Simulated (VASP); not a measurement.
Runs of VASP 6.6.1 on SiC. The structure is hexagonal, space group P6_3mc (No. 186). The conventional cell has a = 3.075 Å, b = 3.075 Å, c = 5.048 Å, α = 90.00°, β = 90.00°, γ = 120.00°. Within 2.5 Å of Si (site symmetry 3m) lie 4 C at 1.88 to 1.90 Å. C (site symmetry 3m) has 4 Si at 1.88 to 1.90 Å within 2.5 Å. 

```tsv
level	potentials or basis	k mesh	gap on the mesh (eV)	pressure (GPa)	largest force (eV/Å)
PBE	VASP PAW PBE potentials, release 64 (Si, C)	6 × 6 × 4	2.27	3.5	-
PBE	VASP PAW PBE potentials, release 64 (Si, C)	9 × 9 × 4	2.27	3.5	-
r2SCAN	VASP PAW PBE potentials, release 64 (Si, C)	6 × 6 × 4	2.66	-0.2	0.01
LDA	VASP PAW LDA potentials, release 64 (Si, C)	6 × 6 × 4	2.14	(a)	0.01
```

Alike in all rows: task single point; no spin polarisation; cell as given; cutoff (eV) 520; smearing gaussian 0.01 eV.

**Question.** Fill in the values left out.

**Answer.** (a) -3.8.

Caveats: the PAW data sets were made with another functional, which shifts forces and pressure a little (some runs).

A k mesh can miss the band edges.
